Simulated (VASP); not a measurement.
A run of VASP 6.6.1:

The input POSCAR:

```
BeTe
1.0
    0.0000000000      2.8286228811      2.8286228811
    2.8286228811      0.0000000000      2.8286228811
    2.8286228811      2.8286228811      0.0000000000
Be Te
1 1
Direct
    0.0000000000      0.0000000000      0.0000000000
    0.2500000000      0.2500000000      0.2500000000
```

INCAR.step1

```
ALGO = Normal
EDIFF = 1E-4
ENCUT = 520
GGA = PE
ISMEAR = -1
LASPH = T
LCHARG = F
LREAL = F
LWAVE = T
NBANDS = 11
NELM = 60
PREC = Accurate
SIGMA = 0.02
```

INCAR.step2

```
ALGO = Normal
EDIFF = 1E-7
ENCUT = 520
ISIF = 2
ISMEAR = -1
ISTART = 1
LASPH = T
LCHARG = F
LMIXTAU = T
LREAL = F
LWAVE = F
METAGGA = R2SCAN
NBANDS = 11
NELM = 60
PREC = Accurate
SIGMA = 0.02
```

The input KPOINTS:

```
k-points
0
Gamma
  8 8 8
```

Potentials or basis: VASP PAW PBE potentials, release 64 (Be, Te).

The run is started by

```sh
$ cat potpaw_PBE.64/Be/POTCAR potpaw_PBE.64/Te/POTCAR > POTCAR
$ cp INCAR.step1 INCAR
$ mpirun -np 1 vasp_std > vasp.out
$ cp INCAR.step2 INCAR
$ mpirun -np 1 vasp_std > vasp.out
```

Hardware: 1 thread of Intel(R) Xeon(R) Platinum 8488C (Sapphire Rapids), with other jobs on the host.

How long does it take, and how much memory?

It took 57 s on 1 thread of Intel(R) Xeon(R) Platinum 8488C (Sapphire Rapids) (shared host), peak memory 0.17 GiB. Counts: k points 29.
